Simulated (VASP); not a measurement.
Set up this calculation in VASP 6.6.1, as the native input.

- Task: relaxation of the atoms
- Functional: PBE
- Potentials or basis: VASP PAW PBE potentials, release 64 (Ta_pv, As)
- Cutoff: 520 eV
- k mesh: 9 × 9 × 9
- Occupations: fermi-dirac, width 0.05 eV
- Spin: no spin polarisation
- Dipole correction: no
- Further INCAR settings: ALGO = Fast; EDIFF = 1e-06; IBRION = 2; EDIFFG = -0.01; NSW = 60

The structure of TaAs lies in POSCAR:

```
TaAs
1.0
   -1.7562496294      1.7562496294      5.8679415361
    1.7562496294     -1.7562496294      5.8679415361
    1.6873770950      1.6873770950     -5.8679415361
Ta As
2 2
Direct
    0.4999673000      0.4999673000      0.0000000000
    0.2499673000      0.7499673000      0.5000000000
    0.0826321200      0.0826321200      0.0000000000
    0.8326321200      0.3326321200      0.5000000000
```

The input as run:

INCAR

```
SYSTEM = TaAs
ALGO = Fast
EDIFF = 1E-6
EDIFFG = -0.01
ENCUT = 520
GGA = PE
IBRION = 2
ISIF = 2
ISMEAR = -1
LASPH = .True.
LCHARG = .False.
LREAL = .False.
LWAVE = .False.
NELM = 80
NSW = 60
PREC = Accurate
SIGMA = 0.05
```

KPOINTS

```
k-points
0
Gamma
  9 9 9
  0 0 0
```

Potentials or basis: VASP PAW PBE potentials, release 64 (Ta_pv, As).

Run with:

```sh
$ cat potpaw_PBE.64/Ta_pv/POTCAR potpaw_PBE.64/As/POTCAR > POTCAR
$ mpirun -np 1 vasp_std > vasp.out
```

It gave:

The energy gained by relaxing is 0.0 meV/atom and the ionic steps are 2. The pressure after relaxing is 3.1 GPa, the largest force after relaxing is 0.004 eV/Å and the band gap on the k mesh is zero (filled and empty bands touch).

Caveat: spin-orbit coupling is left out, which moves the levels of the heavy elements.

Run time: 16 min on 1 thread of Oxide Virtual Turin-like Processor, on a shared host, peak memory 0.4 GiB.
